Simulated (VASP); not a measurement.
Wanted: the native input for a VASP 6.6.1 run.

* Task: single point
* Functional: PBEsol
* Potentials or basis: VASP PAW PBE potentials, release 64 (Ga_d, N)
* Cutoff: 520 eV
* k mesh: 10 × 10 × 10
* Occupations: gaussian, width 0.02 eV
* Spin: no spin polarisation
* Dipole correction: no
* Further INCAR settings: ALGO = Normal; EDIFF = 1e-07; NBANDS = 16

The structure of GaN lies in POSCAR:

```
GaN
1.0
    0.0000000000      2.2720243825      2.2720243825
    2.2720243825      0.0000000000      2.2720243825
    2.2720243825      2.2720243825      0.0000000000
Ga N
1 1
Direct
    0.0000000000      0.0000000000      0.0000000000
    0.7500000000      0.7500000000      0.7500000000
```

This cell differs from its parent crystal: strained.

One way to write it, as run:

INCAR

```
SYSTEM = GaN
ALGO = Normal ; EDIFF = 1E-7
ENCUT = 520 ; GGA = PS
ISIF = 2 ; ISMEAR = 0
LASPH = .TRUE. ; LCHARG = .FALSE.
LREAL = .FALSE. ; LWAVE = .FALSE.
NBANDS = 16 ; NELM = 80
PREC = Accurate ; SIGMA = 0.02
```

KPOINTS

```
k-points
0
G
  10 10 10
  0 0 0
```

Potentials or basis: VASP PAW PBE potentials, release 64 (Ga_d, N).

Command:

```console
$ cat potpaw_PBE.64/Ga_d/POTCAR potpaw_PBE.64/N/POTCAR > POTCAR
$ mpirun -np 1 vasp_std > vasp.out
```

It gave:

```json
{
 "Pressure": "-5.5 GPa",
 "Band gap on the k mesh": "1.53 eV, direct"
}
```

Caveat: the cell differs from its parent crystal (strained); the PAW data sets were made with another functional, which shifts forces and pressure a little.

Run time: 9.8 s on 1 thread of Intel(R) Xeon(R) 6975P-C (Granite Rapids), on a shared host, peak memory 0.15 GiB.
